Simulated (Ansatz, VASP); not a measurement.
## Two plane-wave programs on AlFe

```
CELL_PARAMETERS angstrom
2.91000 0.00000 0.00000
0.00000 2.91000 0.00000
0.00000 0.00000 2.91000
ATOMIC_POSITIONS crystal
Al 0.00000 0.00000 0.00000
Fe 0.50000 0.50000 0.50000
```

Alike in both runs: task single point; functional PBE; k mesh 9 × 9 × 9; occupations fermi-dirac, width 0.15 eV; collinear spin.

|  | VASP | Ansatz |
| --- | --- | --- |
| version | VASP 6.6.1 | Ansatz 0.2.0 |
| potentials or method | VASP PAW PBE potentials, release 64 (Al, Fe) | plane waves, PAW |
| plane-wave cutoff (eV) | 520 | 420 |
| valence electrons in the cell | 11 | 19 |

|  | VASP | Ansatz | Ansatz less VASP |
| --- | --- | --- | --- |
| gap on the k mesh at the Fermi level (eV) | none | none | - |
| pressure (GPa) | -5.5 | -5.5 | +0.03 |
| net moment per atom (μB) | 0.33 | 0.33 | +0.002 |

A gap of «none» marks a metal or a gap that the smearing closes. With one functional, cell and mesh, what is left measures potentials, basis and numerics. VASP's potentials hold 11 valence electrons a cell and Ansatz's 19, so a difference there can come from the potentials and not from the codes.
